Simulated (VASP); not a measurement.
**SrCl2: single point with r2SCAN**

SrCl2:

```
CELL_PARAMETERS angstrom
2.08574 1.20420 6.13505
-2.08574 1.20420 6.13505
0.00000 -2.40841 6.13505
ATOMIC_POSITIONS crystal
Sr 0.00020 0.00020 0.00020
Cl 0.42277 0.42277 0.42277
Cl 0.24369 0.24369 0.24369
```

| Item | Value |
| --- | --- |
| Program | VASP 6.6.1 |
| Task | single point |
| Functional | r2SCAN |
| Potentials or basis | VASP PAW PBE potentials, release 64 (Sr_sv, Cl) |
| Cutoff | 520 eV |
| k mesh | 6 × 6 × 6 |
| Occupations | fermi-dirac, width 0.001 eV |
| Spin | no spin polarisation |
| Dipole correction | no |
| Further INCAR settings | ALGO = Normal; EDIFF = 1e-07; NBANDS = 19 |

```
Pressure               : 0.7 GPa
Largest force          : 0.008 eV/Å
Band gap on the k mesh : 4.88 eV, direct
```

Forces in eV/Å, atoms in the order of the input:
```
Sr   0.000  0.000 -0.001
Cl   0.000  0.000  0.008
Cl   0.000  0.000 -0.007
```

Levels at points of the mesh, in eV from the valence-band top:
```
           k point  band 8  band 9  band 10  band 11  band 12  band 13  band 14  band 15  band 16  band 17
(0.00, 0.00, 0.00)   -1.23   -1.23    -1.11    -1.11     0.00     4.88     6.79     7.07     7.07     7.63
(0.50, 0.00, 0.00)   -2.10   -1.51    -1.45    -1.05    -0.35     5.00     7.43     8.10     8.72     8.88
(0.50, 0.50, 0.00)   -1.99   -1.49    -1.33    -1.23    -0.66     4.91     7.45     8.08     8.63     9.00
(0.50, 0.50, 0.50)   -1.37   -1.37    -1.05    -0.96    -0.96     5.63     6.43     6.94     6.94     7.62
```

Run time: 5.6 min on 1 thread of Intel(R) Xeon(R) Platinum 8488C (Sapphire Rapids), with other jobs on the host, peak memory 0.41 GiB.

Caveat: the PAW data sets were made with another functional, which shifts forces and pressure a little. A k mesh can miss the band edges.
